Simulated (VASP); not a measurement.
**BF: relaxation of cell and atoms with PBE**

Crystal: BF.

```xyz
8
Lattice="3.1652 0.0000 0.0000 0.0000 3.1762 3.7147 0.0000 -3.1762 3.7147" Properties=species:S:1:pos:R:3 pbc="T T T"
B     1.5826    1.3216    3.9853
B     1.5826   -1.3216    3.9853
B     0.0000    1.7266    4.5109
B     0.0000   -1.7266    4.5109
F     0.0000   -1.1524    5.8364
F     0.0000    1.1524    5.8364
F     1.5826    0.0000    3.3181
F     0.0000    0.0000    1.2422
```

The cell was generated, and may not be a known phase.

- Program: VASP 6.6.1
- Task: relaxation of cell and atoms
- Functional: PBE
- Potentials or basis: VASP PAW PBE potentials, release 64 (B, F)
- Cutoff: 600 eV
- k mesh: 6 × 4 × 4
- Occupations: gaussian, width 0.1 eV
- Spin: no spin polarisation
- Dipole correction: no
- Further INCAR settings: ALGO = Normal; EDIFF = 1e-06; IBRION = 2; EDIFFG = -0.04; NSW = 90; ISIF = 3

* Relaxed volume: 12.01 Å³/atom
* Relaxed cell: a = 3.129 Å, b = 5.593 Å, c = 5.593 Å, α = 79.10°, β = 90.00°, γ = 90.00°
* Space group after relaxing (to 0.1 Å): Amm2 (No. 38)
* Energy gained by relaxing: 133.3 meV/atom
* Ionic steps: 63
* Pressure after relaxing: 0.1 GPa
* Largest force after relaxing: 0.037 eV/Å
* Band gap on the k mesh: 0.63 eV (least direct gap 0.81 eV)

Forces on the atoms (eV/Å):
```
B    0.000  0.001  0.005
B    0.000 -0.001  0.005
B    0.000  0.029 -0.023
B    0.000 -0.029 -0.023
F    0.000 -0.017  0.032
F    0.000  0.017  0.032
F    0.000  0.000 -0.017
F    0.000  0.000 -0.011
```

Stress tensor (GPa, compression positive):
```
 0.01  0.00  0.00
 0.00 -0.05  0.00
 0.00  0.00  0.24
```

The path:
```
step  energy change (eV)  largest force (eV/Å)  pressure (GPa)  volume (Å³)
   1              0.0000                0.6442           14.19        74.69
   3             -0.4942                1.2479           -0.21        81.68
   5             -0.6782                0.7143            0.53        83.90
   7             -0.8472                0.4957            0.38        87.20
   9             -0.9093                0.5063            2.51        89.15
  11             -0.9446                0.2332            0.04        92.30
  13             -0.9535                0.1906           -0.57        93.47
  15             -0.9629                0.2531           -0.37        93.96
  17             -0.9695                0.1186            0.16        93.64
  19             -0.9736                0.1759           -0.15        93.88
  21             -0.9765                0.0861           -0.16        94.03
  23             -0.9810                0.0959           -0.13        94.20
  25             -0.9846                0.1285            0.17        93.95
  27             -0.9891                0.1846            0.02        93.85
  29             -0.9989                0.2722            0.32        93.63
  31             -0.9995                0.3152            0.36        93.57
  33             -1.0087                0.2037            0.06        93.60
  35             -1.0106                0.1703           -0.15        93.61
  37             -1.0244                0.1284            0.15        93.47
  39             -1.0268                0.2312            0.33        93.38
  41             -1.0311                0.1082            0.22        93.65
  43             -1.0360                0.2261           -0.33        94.29
  45             -1.0423                0.1899            0.23        94.58
  47             -1.0453                0.1882            0.34        94.93
  49             -1.0446                0.2592           -0.23        97.21
  51             -1.0529                0.0603            0.04        96.37
  53             -1.0556                0.1122           -0.32        96.90
  55             -1.0597                0.0997           -0.16        96.92
  57             -1.0622                0.1237            0.03        96.62
  59             -1.0656                0.0714            0.11        96.07
  61             -1.0661                0.0441            0.01        96.12
  63             -1.0666                0.0366            0.07        96.10
```

Final structure:
```
CELL_PARAMETERS angstrom
3.12866 0.00000 0.00000
0.00000 3.56119 4.31272
0.00000 -3.56119 4.31272
ATOMIC_POSITIONS crystal
B 0.50000 0.76561 0.35934
B 0.50000 0.35934 0.76561
B 0.00000 0.89610 0.32845
B 0.00000 0.32845 0.89610
F 0.00000 0.49448 0.06292
F 0.00000 0.06292 0.49448
F 0.50000 0.50839 0.50839
F 0.00000 0.05685 0.05685
```

Levels at points of the mesh, in eV from the valence-band top:
```
           k point  band 17  band 18  band 19  band 20  band 21  band 22  band 23  band 24
(0.00, 0.00, 0.00)    -4.66    -3.68    -1.08     0.00     0.81     1.27     2.84     4.86
(0.50, 0.00, 0.00)    -3.77    -3.54    -3.12    -2.90     2.28     2.45     4.85     5.08
(0.00, 0.50, 0.00)    -4.81    -4.22    -0.56    -0.48     0.94     1.45     3.34     4.02
(0.50, 0.50, 0.00)    -4.12    -3.84    -2.83    -2.62     2.30     2.50     4.69     5.64
(0.00, 0.50, 0.50)    -4.82    -3.92    -0.82    -0.15     0.71     1.94     2.27     5.01
(0.50, 0.50, 0.50)    -3.54    -3.53    -3.27    -3.14     2.13     2.53     4.81     4.94
```

It took 46 min on 1 thread of AMD EPYC 9755 128-Core Processor, with other jobs on the host, peak memory 0.2 GiB.

Caveat: the volume moved by over 15 % at a fixed basis, so the end points are rough. A k mesh can miss the band edges.
